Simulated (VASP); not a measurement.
# KTmTe2 (P-3m1) in VASP: single point with PBE

Aim: the single point of KTmTe2 with PBE.

Everything below comes from runs of VASP 6.6.1. Logs are shortened: lines on timing, memory, paths and dates and some standing lists are left out, and cuts for length are marked.

**1. The cell of the first run**

It takes space group P-3m1 (No. 164, trigonal). Conventional cell: a = 4.138 Å, b = 4.138 Å, c = 7.798 Å, α = 90.00°, β = 90.00°, γ = 120.00°. Within 4.4 Å of K (site symmetry -3m) lie 6 Te at 3.33 Å and 2 Tm at 3.90 Å and 6 K at 4.14 Å. Tm (site symmetry -3m) has 6 Te at 2.86 Å within 3.8 Å. Within 3.8 Å of Te (site symmetry 3m) lie 3 Tm at 2.86 Å and 3 K at 3.33 Å.

**2. Single point, PBE**

Contents of INCAR:

```
SYSTEM = KTmTe2
ALGO = Normal
EDIFF = 1E-6
ENCUT = 600
GGA = PE
GGA_COMPAT = .False.
ISIF = 2
ISMEAR = 0
LASPH = .True.
LCHARG = .False.
LMAXMIX = 6
LREAL = .False.
LWAVE = .False.
NBANDS = 30
NELM = 200
PREC = Accurate
SIGMA = 0.1
```

Contents of KPOINTS:

```
k-points
0
Gamma
  6 6 2
  0 0 0
```

Contents of POSCAR:

```
KTmTe2
1.0
    4.1381944300      0.0000000000      0.0000000000
   -2.0690972100      3.5837815000      0.0000000000
    0.0000000000      0.0000000000      7.7979506100
K Tm Te
1 1 2
Direct
    0.0000000000      0.0000000000      0.5000000000
    0.0000000000      0.0000000000      0.0000000000
    0.6666666700      0.3333333300      0.7979580200
    0.3333333300      0.6666666700      0.2020419800
```

Potentials or basis: VASP PAW PBE potentials, release 64 (K_sv, Tm, Te).

Started as:

```console
$ cat potpaw_PBE.64/K_sv/POTCAR potpaw_PBE.64/Tm/POTCAR potpaw_PBE.64/Te/POTCAR > POTCAR
$ mpirun -np 1 vasp_std > vasp.out
```

OUTCAR:

```text
SYSTEM = KTmTe2
   EDIFF = 1E-6
   ENCUT = 600
   GGA = PE
   ISIF = 2
   ISMEAR = 0
   LASPH = .True.
   LREAL = .False.
   NELM = 200
   PREC = Accurate

 ion  position               nearest neighbor table
   1  0.000  0.000  0.500-   3 3.33   4 3.33   4 3.33   3 3.33   3 3.33   4 3.33
   2  0.000  0.000  0.000-   3 2.86   4 2.86   4 2.86   3 2.86   3 2.86   4 2.86
   3  0.667  0.333  0.798-   2 2.86   2 2.86   2 2.86   1 3.33   1 3.33   1 3.33
   4  0.333  0.667  0.202-   2 2.86   2 2.86   2 2.86   1 3.33   1 3.33   1 3.33

  LATTYP: Found a hexagonal cell.
 ALAT       =     4.1381944300
 C/A-ratio  =     1.8843847823

  Lattice vectors:

 A1 = (   4.1381944300,   0.0000000000,   0.0000000000)
 A2 = (  -2.0690972100,   3.5837815000,   0.0000000000)
 A3 = (   0.0000000000,   0.0000000000,   7.7979506100)

Analysis of symmetry for initial positions (statically):
=====================================================================
 Subroutine PRICEL returns:
 Original cell was already a primitive cell.

 Routine SETGRP: Setting up the symmetry group for a
 hexagonal supercell.

 Subroutine GETGRP returns: Found 12 space group operations
 (whereof 12 operations were pure point group operations)
 out of a pool of 24 trial point group operations.

The static configuration has the point symmetry D_3d.

Analysis of symmetry for dynamics (positions and initial velocities):
=====================================================================
 Subroutine PRICEL returns:
 Original cell was already a primitive cell.

 Routine SETGRP: Setting up the symmetry group for a
 hexagonal supercell.

 Subroutine GETGRP returns: Found 12 space group operations
 (whereof 12 operations were pure point group operations)
 out of a pool of 24 trial point group operations.

The dynamic configuration has the point symmetry D_3d.

 Subroutine INISYM returns: Found 12 space group operations
 (whereof 12 operations are pure point group operations),
 and found     1 'primitive' translations

----------------------------------------------------------------------------------------

                                     Primitive cell

  volume of cell :     115.6466

  direct lattice vectors                    reciprocal lattice vectors
     4.138194430  0.000000000  0.000000000     0.241651285  0.139517434  0.000000000
    -2.069097210  3.583781500  0.000000000     0.000000000  0.279034869  0.000000000
     0.000000000  0.000000000  7.797950610     0.000000000  0.000000000  0.128238822

  length of vectors
     4.138194430  4.138194426  7.797950610     0.279034868  0.279034869  0.128238822

  position of ions in fractional coordinates (direct lattice)
     0.000000000  0.000000000  0.500000000
     0.000000000  0.000000000  0.000000000
     0.666666670  0.333333330  0.797958020
     0.333333330  0.666666670  0.202041980

  ion indices of the primitive-cell ions
   primitive index   ion index
                 1           1
                 2           2
                 3           3
                 4           4

----------------------------------------------------------------------------------------

 KPOINTS: k-points

Automatic generation of k-mesh.
 Grid dimensions read from file:
 generate k-points for:    6    6    2

 Generating k-lattice:

  Cartesian coordinates                     Fractional coordinates (reciprocal lattice)
     0.040275214  0.023252906  0.000000000     0.166666667  0.000000000  0.000000000
     0.000000000  0.046505811  0.000000000     0.000000000  0.166666667  0.000000000
     0.000000000  0.000000000  0.064119411     0.000000000  0.000000000  0.500000000

  Length of vectors
     0.046505811  0.046505811  0.064119411

  Shift w.r.t. Gamma in fractional coordinates (k-lattice)
     0.000000000  0.000000000  0.000000000

 Subroutine IBZKPT returns following result:
 ===========================================

 Found     14 irreducible k-points:

 Following reciprocal coordinates:
            Coordinates               Weight
  0.000000  0.000000  0.000000      1.000000
  0.166667  0.000000  0.000000      6.000000
  0.333333  0.000000  0.000000      6.000000
  0.500000 -0.000000  0.000000      3.000000
  0.166667  0.166667  0.000000      6.000000
  0.333333  0.166667  0.000000     12.000000
  0.333333  0.333333  0.000000      2.000000
  0.000000  0.000000  0.500000      1.000000
  0.166667  0.000000  0.500000      6.000000
  0.333333  0.000000  0.500000      6.000000
  0.500000 -0.000000  0.500000      3.000000
  0.166667  0.166667  0.500000      6.000000
  0.333333  0.166667  0.500000     12.000000
  0.333333  0.333333  0.500000      2.000000
   k-points           NKPTS =     14   k-points in BZ     NKDIM =     14   number of bands    NBANDS=     30
   number of dos      NEDOS =    301   number of ions     NIONS =      4
   total plane-waves  NPLWV =  82944
   dimension x,y,z NGX =    36 NGY =   36 NGZ =   64
   dimension x,y,z NGXF=    72 NGYF=   72 NGZF=  128
   ions per type =               1   1   2
   NGX,Y,Z   is equivalent  to a cutoff of  14.46, 14.46, 13.64 a.u.
   NGXF,Y,Z  is equivalent  to a cutoff of  28.92, 28.92, 27.29 a.u.
 SYSTEM =  KTmTe2
   PREC   = accura    normal or accurate (medium, high low for compatibility)
   ISTART =      0    job   : 0-new  1-cont  2-samecut
   ICHARG =      2    charge: 1-file 2-atom 10-const
   ISPIN  =      1    spin polarized calculation?
   LNONCOLLINEAR =      F non collinear calculations
   LSORBIT =      F    spin-orbit coupling
   LASPH  =      T    aspherical Exc in radial PAW
   ENCUT  =  600.0 eV  44.10 Ry    6.64 a.u.   8.27  8.27 15.57*2*pi/ulx,y,z
   NELM   =    200;   NELMIN=  2; NELMDL= -5     # of ELM steps
   EDIFF  = 0.1E-05   stopping-criterion for ELM
   LREAL  =      F    real-space projection
   EDIFFG = 0.1E-04   stopping-criterion for IOM
   NSW    =      0    number of steps for IOM
   IBRION =     -1    ionic relax: 0-MD 1-quasi-New 2-CG
   NFREE  =      0    steps in history (QN), initial steepest desc. (CG)
   ISIF   =      2    stress and relaxation
   ISYM   =      2    0-nonsym 1-usesym 2-fastsym
   POTIM  = 0.5000    time-step for ionic-motion
   TEBEG  =    0.0;   TEEND  =   0.0 temperature during run
   PSTRESS=    0.0 pullay stress
   NELECT =      44.0000    total number of electrons
   NUPDOWN=      -1.0000    fix difference up-down
   EMIN   =  10.00;   EMAX   =-10.00  energy-range for DOS
   EFERMI =   0.00;   METHOD = LEGACY
   ISMEAR =     0;   SIGMA  =   0.10  broadening in eV -4-tet -1-fermi 0-gaus
   EFERMI_NEDOS =   21; number of points for ismear=-14 and -15
   IALGO  =     38    algorithm
   IMIX   =      4    mixing-type and parameters
     AMIX     =   0.40;   BMIX     =  1.00
     AMIX_MAG =   1.60;   BMIX_MAG =  1.00
  volume/ion in A,a.u.               =      28.91       195.11
  Fermi-wavevector in a.u.,A,eV,Ry     =   1.186264  2.241714 19.146428  1.407223
  Thomas-Fermi vector in A             =   2.322441
   LORBIT       =      0    0 simple, 1 ext, 2 COOP (PROOUT), +10 PAW based schemes
   GGA     = PE    functional components
   LHFCALC =     F    Hartree Fock is set to
   AEXX    =    0.0000 exact exchange contribution
   IVDW    =     0    specifies the selected vdW correction
   LEPSILON=     F    determine dielectric tensor
   LRPA    =     F    only Hartree local field effects (RPA)
 non-spin polarized calculation
 Gauss-broadening in eV      SIGMA  =   0.10
  energy-cutoff  :      600.00
  volume of cell :      115.65
 maximum number of plane-waves:      3878
 NGX is ok and might be reduce to    36
   NGX = 17   NGY = 17   NGZ = 31

 number of electron      43.9999993 magnetization

 Free energy of the ion-electron system (eV)
  ---------------------------------------------------
  ext. energy  EPLUGINS =         0.00000000
  ---------------------------------------------------
  free energy    TOTEN  =       -14.99633405 eV

  energy without entropy =      -14.91310159  energy(sigma->0) =      -14.95471782

 E-fermi :   4.0296     XC(G=0):  -9.4189

 val. band max:        4.0181670870   @ k =   0.1667   0.0000   0.5000
 cond. band min:       4.0328446001   @ k =   0.1667   0.0000   0.0000
 fundamental gap:      0.0146775132
 Fermi energy:         4.0295614321

 k-point     1 :       0.0000    0.0000    0.0000
  band No.  band energies     occupation
      1     -45.2724      2.00000
      2     -25.9398      2.00000
      3     -18.6908      2.00000
      4     -18.5921      2.00000
      5     -18.5921      2.00000
      6      -9.6099      2.00000
[... 22 lines left out ...]
     29       9.0687      0.00000
     30       9.0687      0.00000

 k-point     2 :       0.1667    0.0000    0.0000
  band No.  band energies     occupation
      1     -45.2714      2.00000
      2     -25.9357      2.00000
      3     -18.6792      2.00000
      4     -18.6349      2.00000
      5     -18.6004      2.00000
      6      -9.5798      2.00000
[... 22 lines left out ...]
     29       9.4668      0.00000
     30      10.2368      0.00000

 k-point     3 :       0.3333    0.0000    0.0000
  band No.  band energies     occupation
      1     -45.2694      2.00000
      2     -25.9273      2.00000
      3     -18.7202      2.00000
      4     -18.6538      2.00000
      5     -18.6170      2.00000
      6      -9.6171      2.00000
[... 22 lines left out ...]
     29      10.0538      0.00000
     30      10.2901      0.00000

 k-point     4 :       0.5000   -0.0000    0.0000
  band No.  band energies     occupation
      1     -45.2684      2.00000
      2     -25.9232      2.00000
      3     -18.7610      2.00000
      4     -18.6418      2.00000
      5     -18.6253      2.00000
      6      -9.6762      2.00000
[... 286 lines left out ...]
     29       9.7524      0.00000
     30      10.1295      0.00000

 k-point    13 :       0.3333    0.1667    0.5000
  band No.  band energies     occupation
      1     -45.2684      2.00000
      2     -25.9232      2.00000
      3     -18.7380      2.00000
      4     -18.6502      2.00000
      5     -18.6402      2.00000
      6      -9.6430      2.00000
[... 22 lines left out ...]
     29       9.9035      0.00000
     30      10.5305      0.00000

 k-point    14 :       0.3333    0.3333    0.5000
  band No.  band energies     occupation
      1     -45.2679      2.00000
      2     -25.9211      2.00000
      3     -18.7055      2.00000
      4     -18.7055      2.00000
      5     -18.6365      2.00000
      6      -9.5909      2.00000
[... 22 lines left out ...]
     29      10.9751      0.00000
     30      10.9951      0.00000

------------------------ aborting loop because EDIFF is reached ----------------------------------------

  FORCE on cell =-STRESS in cart. coord.  units (eV):
  Direction    XX          YY          ZZ          XY          YZ          ZX
  --------------------------------------------------------------------------------------
  -------------------------------------------------------------------------------------
  Total        8.1504477      8.1504477      9.1007595      0.0000000      0.0000000     -0.0000000
  in kB      112.9169532    112.9169530    126.0826495      0.0000002      0.0000000     -0.0000000
  external PRESSURE =     117.3055186 kB  Pullay stress =       0.0000000 kB

 VOLUME and BASIS-vectors are now :
 -----------------------------------------------------------------------------
  energy-cutoff  :      600.00
  volume of cell :      115.65
      direct lattice vectors                 reciprocal lattice vectors
     4.138194430  0.000000000  0.000000000     0.241651285  0.139517434  0.000000000
    -2.069097210  3.583781500  0.000000000     0.000000000  0.279034869  0.000000000
     0.000000000  0.000000000  7.797950610     0.000000000  0.000000000  0.128238822

 POSITION                                       TOTAL-FORCE (eV/Angst)
 -----------------------------------------------------------------------------------
      0.00000      0.00000      3.89898         0.000000      0.000000      0.000000
      0.00000      0.00000      0.00000         0.000000      0.000000      0.000000
      2.06910      1.19459      6.22244        -0.000000      0.000000     -1.311222
     -0.00000      2.38919      1.57551         0.000000     -0.000000      1.311222
 -----------------------------------------------------------------------------------
    total drift:                               -0.000000     -0.000000      0.000000

  FREE ENERGIE OF THE ION-ELECTRON SYSTEM (eV)
  ---------------------------------------------------
  free  energy   TOTEN  =       -14.9963340453 eV

  energy  without entropy=      -14.9131015944  energy(sigma->0) =      -14.95471782
```

It took 4.2 min on 1 thread of Intel Xeon Platinum 8259CL at 2.50GHz (Skylake/Cascade Lake), shared host; peak memory 0.31 GiB.

Results:

```
Free energy            : -14.9963 eV
Pressure               : 11.7 GPa
Largest force          : 1.311 eV/Å
Band gap on the k mesh : zero (band 22 reaches 4.88 eV, above the bottom of band 23 at 3.94 eV)
```

Forces in eV/Å, atoms in the order of the input:
```
K    0.000  0.000  0.000
Tm   0.000  0.000  0.000
Te   0.000  0.000 -1.311
Te   0.000  0.000  1.311
```

Stress tensor (GPa, compression positive):
```
11.29  0.00  0.00
 0.00 11.29  0.00
 0.00  0.00 12.61
```

Levels at points of the mesh, in eV from the Fermi level:
```
           k point  band 18  band 19  band 20  band 21  band 22  band 23  band 24  band 25  band 26  band 27
(0.00, 0.00, 0.00)    -0.18    -0.18    -0.14     0.40     0.85     0.85     2.19     3.21     3.21     4.13
(0.50, 0.00, 0.00)    -0.26    -0.25    -0.19    -0.10    -0.06     0.09     1.79     3.47     5.03     5.12
(0.00, 0.00, 0.50)    -0.18    -0.18    -0.15    -0.05     0.69     0.69     3.32     3.32     3.45     3.89
(0.50, 0.00, 0.50)    -0.26    -0.26    -0.19    -0.10    -0.05     0.06     2.04     3.64     4.18     4.68
```

Caveat: the k points lie up to 0.40 Å⁻¹ apart; spin-orbit coupling is left out, which moves the levels of the heavy elements; without U or exact exchange the open f shell lies at the Fermi level, which spoils levels, moments and volumes; forces of over 1 eV/Å act on the atoms, so gaps and moduli don't describe the material at rest. Spin polarisation is off, so any magnetic state and its effect on volume and gap are missing.
